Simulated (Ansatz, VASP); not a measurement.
# Sr in VASP and in Ansatz

Contents of INCAR:

```
PREC = Accurate ; ENCUT = 520
EDIFF = 1E-6 ; ISMEAR = -1
SIGMA = 0.05 ; LREAL = False
LASPH = True ; NELM = 150
ALGO = Normal ; ISIF = 2
LWAVE = False ; LCHARG = False
ISPIN = 2 ; MAGMOM = 0.5
LORBIT = 11 ; GGA = VW
NBANDS = 15
```

File KPOINTS:

```
regular mesh
0
Gamma
  8 8 8
```

The input POSCAR:

```
Sr
1.0
   -2.4020905604      2.4020905604      2.4020905604
    2.4020905604     -2.4020905604      2.4020905604
    2.4020905604      2.4020905604     -2.4020905604
Sr
1
Direct
    0.0000000000      0.0000000000      0.0000000000
```

input.yaml

```yaml
crystal:
  lattice:
    - [-2.4020905604, 2.4020905604, 2.4020905604]
    - [2.4020905604, -2.4020905604, 2.4020905604]
    - [2.4020905604, 2.4020905604, -2.4020905604]
  atoms:
    - { symbol: Sr, position: [0.0, 0.0, 0.0], spin: 0.5 }
kpoints:
  mp_grid: { grid: [8, 8, 8] }
scf:
  occupations: { method: fermi_dirac, width: 0.05 }
hamiltonian:
  xc: { exchange: slater, correlation: vwn5 }
  pseudopotentials: { kind: all_electron, lapw: { basis_error: 0.002 } }
magnetization:
  spin_polarized: true
output:
  forces: true
  stress: true
  eigenvalues: true
```

Change from the starting cell: volume scaled by 0.96.

Alike in both runs: task single point; functional SVWN5; k mesh 8 × 8 × 8; occupations fermi-dirac, width 0.05 eV; collinear spin.

|  | VASP | Ansatz |
| --- | --- | --- |
| version | VASP 6.6.1 | Ansatz 0.2.0 |
| potentials or method | VASP PAW PBE potentials, release 64 (Sr_sv), cutoff 520 eV | all-electron LAPW, scalar-relativistic |

|  | VASP | Ansatz | Ansatz less VASP |
| --- | --- | --- | --- |
| gap on the k mesh at the Fermi level (eV) | none | none | - |
| pressure (GPa) | -1.6 | -1.6 | -0.01 |
| net moment per atom (μB) | 0.00 | 0.00 | -0.003 |

VASP's potentials were made for PBE, not for SVWN5. A gap of «none» marks a metal or a gap that the smearing closes. Ansatz ran all-electron here, and VASP with PAW potentials.
